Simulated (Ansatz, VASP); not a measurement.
## As: VASP beside Ansatz

```
CELL_PARAMETERS angstrom
0.00000 2.20510 2.20510
2.20510 0.00000 2.20510
2.20510 2.20510 0.00000
ATOMIC_POSITIONS crystal
As 0.00000 0.00000 0.00000
```

Alike in both runs: functional BLYP; k mesh 13 × 13 × 13; occupations fermi-dirac, width 0.1 eV; no spin polarisation.

Ansatz relaxed the structure, and its values are those at the end. VASP's run is a single point on that final structure, the one shown.

|  | VASP | Ansatz |
| --- | --- | --- |
| version | VASP 6.6.1 | Ansatz 0.2.0 |
| potentials or method | VASP PAW PBE potentials, release 64 (As), cutoff 500 eV | plane waves (420 eV) with PAW, scalar-relativistic |
| valence electrons in the cell | 5 | 15 |

|  | VASP | Ansatz | Ansatz less VASP |
| --- | --- | --- | --- |
| pressure (GPa) | 0.2 | 0.0 | -0.18 |

VASP's potentials were made for PBE, not for BLYP. VASP's potentials hold 5 valence electrons a cell and Ansatz's 15, so a difference there can come from the potentials and not from the codes.
